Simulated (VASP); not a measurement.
## AlAs: single point with HSE06

AlAs:

```xyz
2
Lattice="0.0000 2.8389 2.8389 2.8389 0.0000 2.8389 2.8389 2.8389 0.0000" Properties=species:S:1:pos:R:3 pbc="T T T"
Al    0.0000    0.0000    0.0000
As    1.4195    1.4195    1.4195
```

- Program: VASP 6.6.1
- Task: single point
- Functional: HSE06
- Potentials or basis: VASP PAW PBE potentials, release 64 (Al, As)
- Cutoff: 400 eV
- k mesh: 4 × 4 × 4
- Occupations: gaussian, width 0.01 eV
- Spin: no spin polarisation
- Dipole correction: no
- Grid for exact exchange (PRECFOCK): Normal
- Further INCAR settings: ALGO = Normal; EDIFF = 1e-06; NBANDS = 11
- Share of exact exchange: 0.25
- Screening parameter: 0.2079 1/Å

```
Pressure               : 0.2 GPa
Band gap on the k mesh : 2.11 eV (least direct gap 2.89 eV)
```

Levels at points of the mesh, in eV from the valence-band top:
```csv
k point,band 2,band 3,band 4,band 5,band 6,band 7
"(0.00, 0.00, 0.00)",0.00,0.00,0.00,2.89,5.13,5.13
"(0.50, 0.00, 0.00)",-6.07,-0.89,-0.89,2.90,5.54,5.54
"(0.50, 0.50, 0.00)",-5.93,-2.35,-2.35,2.11,3.00,11.58
```

It took 110 s on 1 thread of Intel(R) Xeon(R) 6975P-C (Granite Rapids), with other jobs on the host, peak memory 0.25 GiB.

Caveat: the k points lie up to 0.48 Å⁻¹ apart; the PAW data sets were made with another functional, which shifts forces and pressure a little. A k mesh can miss the band edges.
